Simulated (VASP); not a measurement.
Runs of VASP 6.6.1 on B. The structure is that of space group R-3m (No. 166), or close to it. The cells are those of the table. 

| task | level | potentials or basis | cell | k mesh | cutoff (eV) | smearing | gap on the mesh (eV) | pressure (GPa) | largest force (eV/Å) |
| --- | --- | --- | --- | --- | --- | --- | --- | --- | --- |
| electric field gradients | PBEsol | VASP PAW PBE potentials, release 64 (B) | a = 5.028 Å, angles 58.0°, 12 atoms | 6 × 6 × 6 | 420 | gaussian 0.01 eV | (a) | (c) | 0.03 |
| electric field gradients | LDA | VASP PAW LDA potentials, release 64 (B) | a = 5.064 Å, angles 58.1°, 12 atoms | 6 × 6 × 6 | 420 | gaussian 0.01 eV | 1.44 | -10.3 | (b) |
| electric field gradients | PBEsol | VASP PAW PBE potentials, release 64 (B) | a = 5.064 Å, angles 58.1°, 12 atoms | 6 × 6 × 6 | 420 | gaussian 0.01 eV | 1.40 | -4.8 | 0.20 |
| single point | PBEsol | VASP PAW PBE potentials, release 64 (B) | a = 5.028 Å, angles 58.0°, 12 atoms | 7 × 7 × 7 | 500 | fermi-dirac 0.02 eV | 1.36 | 0.4 | 0.03 |
| electric field gradients | PBEsol | VASP PAW PBE potentials, release 64 (B) | a = 5.064 Å, angles 58.1°, 12 atoms | 3 × 3 × 3 | 420 | gaussian 0.01 eV | 1.49 | -4.8 | (d) |

Alike in all rows: no spin polarisation.

Q: Fill in the values left out.

A: (a) 1.34; (b) 0.34; (c) 0.5; (d) 0.23.

Caveats: some runs use coarse meshes; the PAW data sets were made with another functional, which shifts forces and pressure a little (some runs).

A k mesh can miss the band edges.
